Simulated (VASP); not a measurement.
# Ge (P6_3/mmc) in VASP: further runs

Ge is run at these levels: LDA; tasks: single point, relaxation of cell and atoms.

Program: VASP 6.6.1. These are calculated values, not measurements. Logs are shortened: lines on timing, memory, paths and dates and some standing lists are left out, and cuts for length are marked.

**1. The cell of the first run**

It takes space group P6_3/mmc (No. 194, hexagonal). The conventional cell has a = 3.959 Å, b = 3.959 Å, c = 6.531 Å, α = 90.00°, β = 90.00°, γ = 120.00°. Within 3.2 Å of Ge (site symmetry 3m) lie 4 Ge at 2.43 to 2.44 Å.

This isn't the form of Ge at room conditions, which is diamond.

**2. Single point, LDA**

File INCAR:

```
PREC     = Accurate       # precision mode
ENCUT    = 520            # plane-wave cutoff, eV
EDIFF    = 1E-6           # SCF threshold, eV
ISMEAR   = 0              # smearing method
SIGMA    = 0.1            # smearing width, eV
LREAL    = False          # projectors in reciprocal space
LASPH    = True           # aspherical terms in the spheres
NELM     = 60             # most SCF steps
ALGO     = Fast           # electronic algorithm
ISIF     = 2              # what is computed and relaxed
LWAVE    = False          # write WAVECAR
LCHARG   = False          # write CHGCAR
GGA      = CA             # functional
NBANDS   = 36             # bands
```

File KPOINTS:

```
Automatic mesh
0
Gamma
  12 12 6
```

File POSCAR:

```
Ge
1.0
    3.9592694801      0.0000000000      0.0000000000
   -1.9796347401      3.4288279502      0.0000000000
    0.0000000000      0.0000000000      6.5308545640
Ge
4
Direct
    0.6666666667      0.3333333333      0.0628399830
    0.3333333333      0.6666666667      0.5628399830
    0.6666666667      0.3333333333      0.4371600170
    0.3333333333      0.6666666667      0.9371600170
```

Potentials or basis: VASP PAW LDA potentials, release 64 (Ge_d).

Launch:

```console
cat potpaw_LDA.64/Ge_d/POTCAR > POTCAR
mpirun -np 1 vasp_std > vasp.out
```

OUTCAR:

```text
PREC = Accurate
   ENCUT = 520
   EDIFF = 1E-6
   ISMEAR = 0
   LREAL = False
   LASPH = True
   NELM = 60
   ISIF = 2
   GGA = CA

 ion  position               nearest neighbor table
   1  0.667  0.333  0.063-   4 2.43   4 2.43   4 2.43   3 2.44
   2  0.333  0.667  0.563-   3 2.43   3 2.43   3 2.43   4 2.44
   3  0.667  0.333  0.437-   2 2.43   2 2.43   2 2.43   1 2.44
   4  0.333  0.667  0.937-   1 2.43   1 2.43   1 2.43   2 2.44

  LATTYP: Found a hexagonal cell.
 ALAT       =     3.9592694801
 C/A-ratio  =     1.6495099909

  Lattice vectors:

 A1 = (   3.9592694801,   0.0000000000,   0.0000000000)
 A2 = (  -1.9796347401,   3.4288279502,   0.0000000000)
 A3 = (   0.0000000000,   0.0000000000,   6.5308545640)

Analysis of symmetry for initial positions (statically):
=====================================================================
 Subroutine PRICEL returns:
 Original cell was already a primitive cell.

 Routine SETGRP: Setting up the symmetry group for a
 hexagonal supercell.

 Subroutine GETGRP returns: Found 24 space group operations
 (whereof 12 operations were pure point group operations)
 out of a pool of 24 trial point group operations.

The static configuration has the point symmetry D_3d.
 The point group associated with its full space group is D_6h.

Analysis of symmetry for dynamics (positions and initial velocities):
=====================================================================
 Subroutine PRICEL returns:
 Original cell was already a primitive cell.

 Routine SETGRP: Setting up the symmetry group for a
 hexagonal supercell.

 Subroutine GETGRP returns: Found 24 space group operations
 (whereof 12 operations were pure point group operations)
 out of a pool of 24 trial point group operations.

The dynamic configuration has the point symmetry D_3d.
 The point group associated with its full space group is D_6h.

 Subroutine INISYM returns: Found 24 space group operations
 (whereof 12 operations are pure point group operations),
 and found     1 'primitive' translations

----------------------------------------------------------------------------------------

                                     Primitive cell

  volume of cell :      88.6606

  direct lattice vectors                    reciprocal lattice vectors
     3.959269480  0.000000000  0.000000000     0.252571846  0.145822423  0.000000000
    -1.979634740  3.428827950  0.000000000     0.000000000  0.291644846  0.000000000
     0.000000000  0.000000000  6.530854564     0.000000000  0.000000000  0.153119318

  length of vectors
[... 90 lines left out ...]
   IBRION =     -1    ionic relax: 0-MD 1-quasi-New 2-CG
   NFREE  =      0    steps in history (QN), initial steepest desc. (CG)
   ISIF   =      2    stress and relaxation
   ISYM   =      2    0-nonsym 1-usesym 2-fastsym
   POTIM  = 0.5000    time-step for ionic-motion
   TEBEG  =    0.0;   TEEND  =   0.0 temperature during run
   PSTRESS=    0.0 pullay stress
   NELECT =      56.0000    total number of electrons
   NUPDOWN=      -1.0000    fix difference up-down
   EMIN   =  10.00;   EMAX   =-10.00  energy-range for DOS
   EFERMI =   0.00;   METHOD = LEGACY
   ISMEAR =     0;   SIGMA  =   0.10  broadening in eV -4-tet -1-fermi 0-gaus
   EFERMI_NEDOS =   21; number of points for ismear=-14 and -15
   IALGO  =     68    algorithm
   IMIX   =      4    mixing-type and parameters
     AMIX     =   0.40;   BMIX     =  1.00
     AMIX_MAG =   1.60;   BMIX_MAG =  1.00
  volume/ion in A,a.u.               =      22.17       149.58
  Fermi-wavevector in a.u.,A,eV,Ry     =   1.404626  2.654358 26.843929  1.972973
  Thomas-Fermi vector in A             =   2.527168
   LORBIT       =      0    0 simple, 1 ext, 2 COOP (PROOUT), +10 PAW based schemes
   GGA     = CA    functional components
   LHFCALC =     F    Hartree Fock is set to
   AEXX    =    0.0000 exact exchange contribution
   IVDW    =     0    specifies the selected vdW correction
   LEPSILON=     F    determine dielectric tensor
   LRPA    =     F    only Hartree local field effects (RPA)
 non-spin polarized calculation
 RMM-DIIS sequential band-by-band and
 Gauss-broadening in eV      SIGMA  =   0.10
  energy-cutoff  :      520.00
  volume of cell :       88.66
 maximum number of plane-waves:      2424
 NGX is ok and might be reduce to    30
   NGX = 15   NGY = 15   NGZ = 25

 number of electron      56.0000036 magnetization

 Free energy of the ion-electron system (eV)
  ---------------------------------------------------
  ext. energy  EPLUGINS =         0.00000000
  ---------------------------------------------------
  free energy    TOTEN  =       -20.71838651 eV

  energy without entropy =      -20.71785238  energy(sigma->0) =      -20.71811945

 E-fermi :   5.0195     XC(G=0): -10.3846

 val. band max:        4.9557988131   @ k =   0.0000   0.0000   0.1667
 cond. band min:       5.0847638405   @ k =   0.0000   0.0000   0.0000
 fundamental gap:      0.1289650274
 Fermi energy:         5.0195234544

 k-point     1 :       0.0000    0.0000    0.0000
  band No.  band energies     occupation
      1     -20.0806      2.00000
      2     -20.0806      2.00000
      3     -20.0400      2.00000
      4     -20.0393      2.00000
      5     -20.0393      2.00000
      6     -20.0257      2.00000
[... 925 lines left out ...]
     35      12.0352      0.00000
     36      12.8791      0.00000

 [... further k-points ...]

------------------------ aborting loop because EDIFF is reached ----------------------------------------

  FORCE on cell =-STRESS in cart. coord.  units (eV):
  Direction    XX          YY          ZZ          XY          YZ          ZX
  --------------------------------------------------------------------------------------
  -------------------------------------------------------------------------------------
  Total        0.0120979      0.0120979      0.0303069     -0.0000000     -0.0000000      0.0000000
  in kB        0.2186199      0.2186199      0.5476725     -0.0000000     -0.0000000      0.0000000
  external PRESSURE =       0.3283041 kB  Pullay stress =       0.0000000 kB

 VOLUME and BASIS-vectors are now :
 -----------------------------------------------------------------------------
  energy-cutoff  :      520.00
  volume of cell :       88.66
      direct lattice vectors                 reciprocal lattice vectors
     3.959269480  0.000000000  0.000000000     0.252571846  0.145822423  0.000000000
    -1.979634740  3.428827950  0.000000000     0.000000000  0.291644846  0.000000000
     0.000000000  0.000000000  6.530854564     0.000000000  0.000000000  0.153119318

 POSITION                                       TOTAL-FORCE (eV/Angst)
 -----------------------------------------------------------------------------------
      1.97963      1.14294      0.41040        -0.000000     -0.000000      0.001632
     -0.00000      2.28589      3.67583         0.000000      0.000000      0.001632
      1.97963      1.14294      2.85503        -0.000000     -0.000000     -0.001632
     -0.00000      2.28589      6.12046        -0.000000      0.000000     -0.001632
 -----------------------------------------------------------------------------------
    total drift:                               -0.000000      0.000000     -0.000000

  FREE ENERGIE OF THE ION-ELECTRON SYSTEM (eV)
  ---------------------------------------------------
  free  energy   TOTEN  =       -20.7183865066 eV

  energy  without entropy=      -20.7178523836  energy(sigma->0) =      -20.71811945
```

stdout:

```text
POSCAR found type information on POSCAR Ge
 POSCAR found :  1 types and       4 ions
 scaLAPACK will be used
 LDA part: xc-table for (Slater(with rela. corr.)+CA(PZ))
 , standard interpolation
 POSCAR, INCAR and KPOINTS ok, starting setup
 FFT: planning ... GRIDC
 FFT: planning ... GRID_SOFT
 FFT: planning ... GRID
 WAVECAR not read
 entering main loop
WARNING in EDDRMM: call to ZHEGV failed, returncode =   8  4     34
WARNING in EDDRMM: call to ZHEGV failed, returncode =   6  3     31
WARNING in EDDRMM: call to ZHEGV failed, returncode =   8  4     32
WARNING in EDDRMM: call to ZHEGV failed, returncode =   6  3     24
WARNING in EDDRMM: call to ZHEGV failed, returncode =   6  3     26
WARNING in EDDRMM: call to ZHEGV failed, returncode =   6  3     27
```

Wall time 5.6 min (1 thread of Oxide Virtual Turin-like, shared host); peak memory 0.25 GiB.

What came out:

```yaml
Free_energy: -20.7184 eV
Pressure: 0.0 GPa
Band_gap_on_the_k_mesh: zero (bands 28 and 29 overlap by 0.13 eV)
```

Caveat: semilocal functionals underestimate gaps, and a narrow one can read as zero.

**3. Relaxation of cell and atoms, LDA**

This run uses another cell than the first one, of 23.86 Å³/atom.

File INCAR:

```
ALGO = Fast
EDIFF = 1E-6
EDIFFG = -0.005
ENCUT = 600
GGA = CA
IBRION = 2
ISIF = 3
ISMEAR = 0
LASPH = T
LCHARG = F
LREAL = F
LWAVE = F
NELM = 60
NSW = 70
PREC = Accurate
SIGMA = 0.1
```

File KPOINTS:

```
k-points
0
Gamma
  12 12 6
```

File POSCAR:

```
Ge
1.0
    4.0581567173      0.0000000000      0.0000000000
   -2.0290783587      3.5144668097      0.0000000000
    0.0000000000      0.0000000000      6.6925282050
Ge
4
Direct
    0.6666666667      0.3333333333      0.0627911822
    0.3333333333      0.6666666667      0.5627911822
    0.6666666667      0.3333333333      0.4372088178
    0.3333333333      0.6666666667      0.9372088178
```

Potentials or basis: VASP PAW LDA potentials, release 64 (Ge_d).

Launch:

```console
cat potpaw_LDA.64/Ge_d/POTCAR > POTCAR
mpirun -np 1 vasp_std > vasp.out
```

OUTCAR:

```text
EDIFF = 1E-6
   EDIFFG = -0.005
   ENCUT = 600
   GGA = CA
   IBRION = 2
   ISIF = 3
   ISMEAR = 0
   LASPH = T
   LREAL = F
   NELM = 60
   NSW = 70
   PREC = Accurate

 ion  position               nearest neighbor table
   1  0.667  0.333  0.063-   4 2.49   4 2.49   4 2.49   3 2.51
   2  0.333  0.667  0.563-   3 2.49   3 2.49   3 2.49   4 2.51
   3  0.667  0.333  0.437-   2 2.49   2 2.49   2 2.49   1 2.51
   4  0.333  0.667  0.937-   1 2.49   1 2.49   1 2.49   2 2.51

  LATTYP: Found a hexagonal cell.
 ALAT       =     4.0581567173
 C/A-ratio  =     1.6491546954

  Lattice vectors:

 A1 = (   4.0581567173,   0.0000000000,   0.0000000000)
 A2 = (  -2.0290783587,   3.5144668097,   0.0000000000)
 A3 = (   0.0000000000,   0.0000000000,   6.6925282050)

Analysis of symmetry for initial positions (statically):
=====================================================================
 Subroutine PRICEL returns:
 Original cell was already a primitive cell.

 Routine SETGRP: Setting up the symmetry group for a
 hexagonal supercell.

 Subroutine GETGRP returns: Found 24 space group operations
 (whereof 12 operations were pure point group operations)
 out of a pool of 24 trial point group operations.

The static configuration has the point symmetry D_3d.
 The point group associated with its full space group is D_6h.

Analysis of symmetry for dynamics (positions and initial velocities):
=====================================================================
 Subroutine PRICEL returns:
 Original cell was already a primitive cell.

 Routine SETGRP: Setting up the symmetry group for a
 hexagonal supercell.

 Subroutine GETGRP returns: Found 24 space group operations
 (whereof 12 operations were pure point group operations)
 out of a pool of 24 trial point group operations.

The dynamic configuration has the point symmetry D_3d.
 The point group associated with its full space group is D_6h.

 Subroutine INISYM returns: Found 24 space group operations
 (whereof 12 operations are pure point group operations),
 and found     1 'primitive' translations

----------------------------------------------------------------------------------------
[... 117 lines left out ...]
     AMIX_MAG =   1.60;   BMIX_MAG =  1.00
  volume/ion in A,a.u.               =      23.86       161.03
  Fermi-wavevector in a.u.,A,eV,Ry     =   1.370497  2.589863 25.555298  1.878261
  Thomas-Fermi vector in A             =   2.496278
   LORBIT       =      0    0 simple, 1 ext, 2 COOP (PROOUT), +10 PAW based schemes
   GGA     = CA    functional components
   LHFCALC =     F    Hartree Fock is set to
   AEXX    =    0.0000 exact exchange contribution
   IVDW    =     0    specifies the selected vdW correction
   LEPSILON=     F    determine dielectric tensor
   LRPA    =     F    only Hartree local field effects (RPA)
 conjugate gradient relaxation of ions
 non-spin polarized calculation
 RMM-DIIS sequential band-by-band and
 Gauss-broadening in eV      SIGMA  =   0.10
  energy-cutoff  :      600.00
  volume of cell :       95.45
 maximum number of plane-waves:      3216
   NGX = 17   NGY = 17   NGZ = 27

--------------------------------------- Ionic step        1  -------------------------------------------

 number of electron      55.9999998 magnetization

 Free energy of the ion-electron system (eV)
  ---------------------------------------------------
  ext. energy  EPLUGINS =         0.00000000
  ---------------------------------------------------
  free energy    TOTEN  =       -20.62397456 eV

  energy without entropy =      -20.62322145  energy(sigma->0) =      -20.62359801

 E-fermi :   4.2641     XC(G=0): -10.0383

 val. band max:        4.2256747072   @ k =   0.0833  -0.0000   0.0000
 cond. band min:       4.3075351292   @ k =   0.0000   0.0000   0.3333
 fundamental gap:      0.0818604221
 Fermi energy:         4.2640722979

 k-point     1 :       0.0000    0.0000    0.0000
  band No.  band energies     occupation
      1     -20.6816      2.00000
      2     -20.6816      2.00000
      3     -20.6481      2.00000
      4     -20.6481      2.00000
      5     -20.6480      2.00000
      6     -20.6353      2.00000
[... 962 lines left out ...]
  FREE ENERGIE OF THE ION-ELECTRON SYSTEM (eV)
  ---------------------------------------------------
  free  energy   TOTEN  =       -20.7198954862 eV

  energy  without entropy=      -20.7193564374  energy(sigma->0) =      -20.71962596

[... ionic steps 4 to 21 ...]

--------------------------------------- Ionic step       22  -------------------------------------------

 number of electron      56.0000007 magnetization

------------------------ aborting loop because EDIFF is reached ----------------------------------------
[... 71 lines left out ...]
--------------------------------------- Ionic step       24  -------------------------------------------

 number of electron      56.0000007 magnetization

 Free energy of the ion-electron system (eV)
  ---------------------------------------------------
  ext. energy  EPLUGINS =         0.00000000
  ---------------------------------------------------
  free energy    TOTEN  =       -20.71994165 eV

  energy without entropy =      -20.71938343  energy(sigma->0) =      -20.71966254

 E-fermi :   4.9956     XC(G=0): -10.3737

 val. band max:        4.9313794396   @ k =   0.0000   0.0000   0.1667
 cond. band min:       5.0405349259   @ k =   0.0000   0.0000   0.0000
 fundamental gap:      0.1091554864
 Fermi energy:         4.9956216938

 k-point     1 :       0.0000    0.0000    0.0000
  band No.  band energies     occupation
      1     -20.0996      2.00000
      2     -20.0996      2.00000
      3     -20.0591      2.00000
      4     -20.0585      2.00000
      5     -20.0585      2.00000
      6     -20.0451      2.00000
[... 886 lines left out ...]
  FREE ENERGIE OF THE ION-ELECTRON SYSTEM (eV)
  ---------------------------------------------------
  free  energy   TOTEN  =       -20.7199416455 eV

  energy  without entropy=      -20.7193834264  energy(sigma->0) =      -20.71966254

 reached required accuracy - stopping structural energy minimisation
```

CONTCAR:

```text
Ge
   1.00000000000000
     3.9618476425547278    0.0000000000013732    0.0000000000000000
    -1.9809238213249880    3.4310607043563786    0.0000000000000000
    -0.0000000000000000   -0.0000000000000000    6.5369999624707260
  Ge
     4
Direct
     0.6666666667000030    0.3333333332999970    0.0628743160472263
     0.3333333332999970    0.6666666667000030    0.5628743160472260
     0.6666666667000030    0.3333333332999970    0.4371256839527737
     0.3333333332999970    0.6666666667000030    0.9371256839527740

  0.00000000E+00  0.00000000E+00  0.00000000E+00
  0.00000000E+00  0.00000000E+00  0.00000000E+00
  0.00000000E+00  0.00000000E+00  0.00000000E+00
  0.00000000E+00  0.00000000E+00  0.00000000E+00
```

Wall time 38 min (1 thread of Oxide Virtual Turin-like, shared host); peak memory 0.3 GiB.

What came out:

* Free energy: -20.7199 eV
* Relaxed volume: 22.21 Å³/atom
* Relaxed cell: a = 3.962 Å, b = 3.962 Å, c = 6.537 Å, α = 90.00°, β = 90.00°, γ = 120.00°
* Space group after relaxing (to 0.1 Å): P6_3/mmc (No. 194)
* Energy gained by relaxing: 24.0 meV/atom
* Ionic steps: 24
* Pressure after relaxing: 0.0 GPa
* Band gap on the k mesh: zero (bands 28 and 29 overlap by 0.11 eV)

The path:
```
step  energy change (eV)  largest force (eV/Å)  pressure (GPa)  volume (Å³)
   1              0.0000                0.0155           -4.31        95.45
   2             -0.0854                0.0346            1.81        86.85
   3             -0.0959                0.0205           -0.46        88.85
   4             -0.0955                0.0247            0.43        88.43
   5             -0.0958                0.0222            0.12        88.63
   6             -0.0960                0.0051            0.02        88.83
   7             -0.0960                0.0018            0.03        88.83
   8             -0.0960                0.0040            0.08        88.89
   9             -0.0958                0.0180           -0.18        89.02
  10             -0.0960                0.0069           -0.24        88.91
  11             -0.0960                0.0054            0.01        88.90
  12             -0.0960                0.0046           -0.03        88.90
  13             -0.0960                0.0055            0.24        88.84
  14             -0.0960                0.0054           -0.21        88.89
  15             -0.0960                0.0026            0.04        88.87
  16             -0.0960                0.0024            0.02        88.87
  17             -0.0960                0.0029           -0.10        88.87
  18             -0.0960                0.0006           -0.07        88.87
  19             -0.0960                0.0020            0.24        88.83
  20             -0.0960                0.0002           -0.06        88.86
  21             -0.0960                0.0011            0.08        88.86
  22             -0.0960                0.0008            0.03        88.86
  23             -0.0960                0.0008           -0.04        88.86
  24             -0.0960                0.0009           -0.03        88.86
```

Final structure:
```
Ge
1.0
     3.96185    0.00000    0.00000
    -1.98092    3.43106    0.00000
     0.00000    0.00000    6.53700
Ge
4
Direct
  0.66667 0.33333 0.06287
  0.33333 0.66667 0.56287
  0.66667 0.33333 0.43713
  0.33333 0.66667 0.93713
```

Caveat: semilocal functionals underestimate gaps, and a narrow one can read as zero.

The gap in the log of VASP goes by the Fermi energy; the results here count the filled bands.